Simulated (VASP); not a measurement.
Set up this calculation in VASP 6.6.1, as the native input.

```
Task                   : single point
Functional             : PBEsol
Potentials or basis    : VASP PAW PBE potentials, release 64 (C, Si)
Cutoff                 : 520 eV
k mesh                 : 20 × 20 × 20
Occupations            : gaussian, width 0.05 eV
Spin                   : no spin polarisation
Dipole correction      : no
Further INCAR settings : ALGO = Normal; EDIFF = 1e-06; NBANDS = 11
```

The structure of SiC lies in POSCAR:

```
SiC
1.0
    0.0000000000      1.8078633819      1.8078633819
    1.8078633819      0.0000000000      1.8078633819
    1.8078633819      1.8078633819      0.0000000000
C Si
1 1
Direct
    0.0000000000      0.0000000000      0.0000000000
    0.5000000000      0.5000000000      0.5000000000
```

This cell differs from its parent crystal: volume scaled by 0.720.

These files were run (other wordings do the same):

INCAR

```
PREC     = Accurate       # precision mode
ENCUT    = 520            # plane-wave cutoff, eV
EDIFF    = 1E-6           # SCF threshold, eV
ISMEAR   = 0              # smearing method
SIGMA    = 0.05           # smearing width, eV
LREAL    = F              # projectors in reciprocal space
LASPH    = T              # aspherical terms in the spheres
NELM     = 60             # most SCF steps
ALGO     = Normal         # electronic algorithm
ISIF     = 2              # what is computed and relaxed
LWAVE    = F              # write WAVECAR
LCHARG   = T              # write CHGCAR
GGA      = PS             # functional
LELF     = T              # ELF
LVHAR    = T            
NBANDS   = 11             # bands
```

KPOINTS

```
Automatic mesh
0
Gamma
  20 20 20
```

Potentials or basis: VASP PAW PBE potentials, release 64 (C, Si).

Run with:

```console
$ cat potpaw_PBE.64/C/POTCAR potpaw_PBE.64/Si/POTCAR > POTCAR
$ mpirun -np 1 vasp_std > vasp.out
```

Results of the run:

| Quantity | Value |
| --- | --- |
| Pressure | 172.5 GPa |
| Band gap on the k mesh | 0.58 eV, indirect (least direct gap 6.41 eV) |

Caveat: the PAW data sets were made with another functional, which shifts forces and pressure a little.

Run time: 23 s on 1 thread of Intel Xeon 6975P-C, with other jobs on the host, peak memory 0.15 GiB.
